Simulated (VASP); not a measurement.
A run of VASP 6.6.1 is set up as follows.

Contents of POSCAR:

```
Al2O3
1.0
    2.3869660000      1.3781150000      4.3378590000
   -2.3869660000      1.3781150000      4.3378590000
    0.0000000000     -2.7562300000      4.3378590000
Al O
4 6
Direct
    0.3520620000      0.3520620000      0.3520620000
    0.1479380000      0.1479380000      0.1479380000
    0.6479380000      0.6479380000      0.6479380000
    0.8520620000      0.8520620000      0.8520620000
    0.9441460000      0.2500000000      0.5558540000
    0.7500000000      0.4441460000      0.0558540000
    0.4441460000      0.0558540000      0.7500000000
    0.5558540000      0.9441460000      0.2500000000
    0.2500000000      0.5558540000      0.9441460000
    0.0558540000      0.7500000000      0.4441460000
```

The input INCAR.step1:

```
PREC = Accurate
ENCUT = 520
ISMEAR = -1
SIGMA = 0.05
LREAL = False
LASPH = True
NELM = 100
NBANDS = 35
GGA = PE
ALGO = Normal
EDIFF = 1E-4
LWAVE = True
LCHARG = False
```

Contents of INCAR.step2:

```
PREC = Accurate
ENCUT = 520
EDIFF = 1E-6
ISMEAR = -1
SIGMA = 0.05
LREAL = False
LASPH = True
NELM = 100
ALGO = Normal
ISIF = 2
LWAVE = False
LCHARG = False
METAGGA = R2SCAN
LMIXTAU = True
NBANDS = 35
ISTART = 1
```

The input KPOINTS:

```
Automatic mesh
0
Gamma
  6 6 6
```

Potentials or basis: VASP PAW PBE potentials, release 64 (Al, O).

Command:

```console
$ cat potpaw_PBE.64/Al/POTCAR potpaw_PBE.64/O/POTCAR > POTCAR
$ cp INCAR.step1 INCAR
$ mpirun -np 1 vasp_std > vasp.out
$ cp INCAR.step2 INCAR
$ mpirun -np 1 vasp_std > vasp.out
```

(1) What does it give for the band gap on the k mesh?

(2) Estimate the pressure.

(3) Predict the largest force.

Answers

(1) 7.04 eV, direct.

(2) -2.4 GPa.

(3) 0.029 eV/Å.

Caveat: the PAW data sets were made with another functional, which shifts forces and pressure a little.
